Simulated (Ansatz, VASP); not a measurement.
**Mo: VASP beside Ansatz**

```
CELL_PARAMETERS angstrom
-1.54049 1.54049 1.63384
1.54049 -1.54049 1.63384
1.54049 1.54049 -1.63384
ATOMIC_POSITIONS crystal
Mo 0.00000 0.00000 0.00000
```

Change from the starting cell: z stretched by +4 % at fixed volume.

Alike in both runs: task single point; functional PBE; k mesh 16 × 16 × 16; occupations fermi-dirac, width 0.05 eV; no spin polarisation.

```csv
,VASP,Ansatz
version,VASP 6.6.1,Ansatz 0.2.0
potentials or method,"VASP PAW PBE potentials, release 64 (Mo_sv), cutoff 520 eV","all-electron LAPW, scalar-relativistic"
```

|  | VASP | Ansatz | Ansatz less VASP |
| --- | --- | --- | --- |
| pressure (GPa) | 5.7 | 5.2 | -0.56 |
| traceless stress, the component that is largest in VASP (GPa) | -11.85 | -11.87 | -0.017 |

Ansatz ran all-electron here, and VASP with PAW potentials.
